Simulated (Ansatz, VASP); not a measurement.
One calculation of V, two programs

```
CELL_PARAMETERS angstrom
2.60429 0.00000 0.00000
-1.30215 2.25538 0.00000
0.00000 0.00000 4.72334
ATOMIC_POSITIONS crystal
V 0.33333 0.66667 0.25000
V 0.66667 0.33333 0.75000
```

Alike in both runs: functional PBEsol; k mesh 12 × 12 × 6; occupations fermi-dirac, width 0.05 eV; collinear spin; Hubbard terms V d U = 2.0 eV.

|  | VASP | Ansatz |
| --- | --- | --- |
| version | VASP 6.6.1 | Ansatz 0.2.0 |
| potentials or method | VASP PAW PBE potentials, release 64 (V_sv), cutoff 520 eV | all-electron LAPW, scalar-relativistic |
| task | single point | density of states |

|  | VASP | Ansatz | Ansatz less VASP |
| --- | --- | --- | --- |
| gap on the k mesh at the Fermi level (eV) | none | none | - |
| pressure (GPa) | -1.9 | -2.8 | -0.97 |
| traceless stress, the component that is largest in VASP (GPa) | -1.00 | -0.98 | +0.019 |
| net moment per atom (μB) | 0.00 | 0.64 | +0.644 |
| size of the moment on the site where the two differ most (μB) | 0.00 | 0.58 | +0.583 |

The net moments are unlike, so the other rows may belong to different states. VASP's potentials were made for PBE, not for PBEsol. Site moments also hang on the region over which each program counts them. The programs project onto different local orbitals, so the same U acts differently, and such runs can settle in different states. A gap of «none» marks a metal or a gap that the smearing closes. Ansatz ran all-electron here, and VASP with PAW potentials.

Noted on Ansatz's run: the magnetic state may not be the lowest; U is the effective U less J, on atomic orbitals that reach past the spheres.
